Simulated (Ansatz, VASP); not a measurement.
## One calculation of Os, two programs

INCAR

```
PREC = Accurate
ENCUT = 520
EDIFF = 1E-6
ISMEAR = -1
SIGMA = 0.1
LREAL = False
LASPH = True
NELM = 80
ALGO = Normal
ISIF = 2
LWAVE = False
LCHARG = True
GGA = RE
LELF = True
LVHAR = True
NBANDS = 15
```

Contents of KPOINTS:

```
regular mesh
0
Gamma
  11 11 11
```

File POSCAR:

```
Os
1.0
    0.0000000000      2.7491805790      2.7491805790
    2.7491805790      0.0000000000      2.7491805790
    2.7491805790      2.7491805790      0.0000000000
Os
2
Direct
    0.1250000000      0.1250000000      0.1250000000
    0.8750000000      0.8750000000      0.8750000000
```

Input for Ansatz:

```yaml
crystal:
  lattice:
    - [0.0, 2.749180579, 2.749180579]
    - [2.749180579, 0.0, 2.749180579]
    - [2.749180579, 2.749180579, 0.0]
  atoms:
    - { symbol: Os, position: [0.125, 0.125, 0.125] }
    - { symbol: Os, position: [0.875, 0.875, 0.875] }
hamiltonian:
  xc: revpbe
  pseudopotentials:
    kind: paw
    azcp:
      Os: "pseudopotentials/Os.paw.azcp"
basis:
  ecutwfc: 420
  fft_grid_basis: typed
kpoints:
  mp_grid: { grid: [11, 11, 11], shift: [0, 0, 0] }
magnetization:
  spin_polarized: false
scf:
  occupations: { method: fermi_dirac, width: 0.1 }
  lower_state_search: "off"
output:
  stress: true
```

Alike in both runs: task single point; functional revPBE; k mesh 11 × 11 × 11; occupations fermi-dirac, width 0.1 eV; no spin polarisation.

|  | VASP | Ansatz |
| --- | --- | --- |
| version | VASP 6.6.1 | Ansatz 0.2.0 |
| potentials or method | VASP PAW PBE potentials, release 64 (Os), cutoff 520 eV | plane waves (420 eV) with PAW, scalar-relativistic |
| valence electrons in the cell | 16 | 32 |

|  | VASP | Ansatz | Ansatz less VASP |
| --- | --- | --- | --- |
| pressure (GPa) | 7.6 | 8.9 | +1.32 |

VASP's potentials were made for PBE, not for revPBE. The functional is the same, so the differences come from potentials, cutoffs and numerics. VASP's potentials hold 16 valence electrons a cell and Ansatz's 32, so a difference there can come from the potentials and not from the codes.

Neither program's run includes spin-orbit coupling.
